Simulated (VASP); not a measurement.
Write the native input for VASP 6.6.1 that does the following.

- Task: single point
- Functional: LDA
- Potentials or basis: VASP PAW LDA potentials, release 64 (V_sv)
- Cutoff: 520 eV
- k mesh: 12 × 12 × 6
- Occupations: fermi-dirac, width 0.05 eV
- Spin: collinear spin, ferromagnetic start
- Starting moments: [2.0, 2.0] μB
- Dipole correction: no
- Further INCAR settings: ALGO = Fast; EDIFF = 1e-06; NBANDS = 24

The structure of V lies in POSCAR:

```
V
1.0
    2.5511303260      0.0000000000      0.0000000000
   -1.2755651630      2.2093436706      0.0000000000
    0.0000000000      0.0000000000      4.6269143324
V
2
Direct
    0.3333333333      0.6666666667      0.2500000000
    0.6666666667      0.3333333333      0.7500000000
```

This isn't the form of V at room conditions, which is bcc.

These files were run (other wordings do the same):

INCAR

```
SYSTEM = V
ALGO = Fast ; EDIFF = 1E-6
ENCUT = 520 ; ISIF = 2
ISMEAR = -1 ; ISPIN = 2
LASPH = .True. ; LCHARG = .False.
LMAXMIX = 4 ; LORBIT = 11
LREAL = .False. ; LWAVE = .False.
MAGMOM = 2 2 ; NBANDS = 24
NELM = 150 ; PREC = Accurate
SIGMA = 0.05
```

KPOINTS

```
k-points
0
Gamma
  12 12 6
  0 0 0
```

Potentials or basis: VASP PAW LDA potentials, release 64 (V_sv).

Command:

```console
$ cat potpaw_LDA.64/V_sv/POTCAR > POTCAR
$ mpirun -np 1 vasp_std > vasp.out
```

It gave:

The pressure is -1.9 GPa and the band gap on the k mesh is zero (filled and empty bands overlap). The net moment is 0.00 μB per cell. The valence electrons inside the program's atomic spheres are V 11.76.

Run time: 95 s on 1 thread of AMD EPYC 9R45 (Zen 5), on a shared host, peak memory 0.14 GiB.
